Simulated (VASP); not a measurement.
Wanted: the native input for a VASP 6.6.1 run.

| Quantity | Value |
| --- | --- |
| Task | electric field gradients |
| Functional | PBE |
| Potentials or basis | VASP PAW PBE potentials, release 64 (Ga_d, As) |
| Cutoff | 520 eV |
| k mesh | 11 × 11 × 11 |
| Occupations | fermi-dirac, width 0.05 eV |
| Spin | no spin polarisation |
| Dipole correction | no |
| Further INCAR settings | ALGO = Normal; EDIFF = 1e-08; NBANDS = 16 |

The structure of GaAs lies in POSCAR:

```
GaAs
1.0
    0.0000000000      2.8268500000      2.9116555000
    2.8268500000      0.0000000000      2.9116555000
    2.8268500000      2.8268500000      0.0000000000
Ga As
1 1
Direct
    0.0000000000      0.0000000000      0.0000000000
    0.7500000000      0.7500000000      0.7500000000
```

This cell differs from its parent crystal: zz strain of +3 %.

The input as run:

INCAR

```
ALGO = Normal
EDIFF = 1E-8
ENCUT = 520
GGA = PE
ISIF = 2
ISMEAR = -1
LASPH = True
LCHARG = False
LEFG = True
LREAL = False
LWAVE = False
NBANDS = 16
NELM = 80
PREC = Accurate
SIGMA = 0.05
```

KPOINTS

```
k-points
0
Gamma
  11 11 11
```

Potentials or basis: VASP PAW PBE potentials, release 64 (Ga_d, As).

Command:

```bash
$ cat potpaw_PBE.64/Ga_d/POTCAR potpaw_PBE.64/As/POTCAR > POTCAR
$ mpirun -np 1 vasp_std > vasp.out
```

Results of the run:

| Item | Value |
| --- | --- |
| Pressure | 1.4 GPa |
| Band gap on the k mesh | 0.24 eV |
| Largest electric field gradient by atom | Ga -4.6; As +7.3 V/Å² |

Caveat: the cell differs from its parent crystal (zz strain of +3 %); without QUAD_EFG the Cq values of the log hold for a quadrupole moment of 1 mb, not for the nuclei.

Wall time 54 s on 1 thread of Intel(R) Xeon(R) Platinum 8488C (Sapphire Rapids) (shared host), peak memory 0.23 GiB.
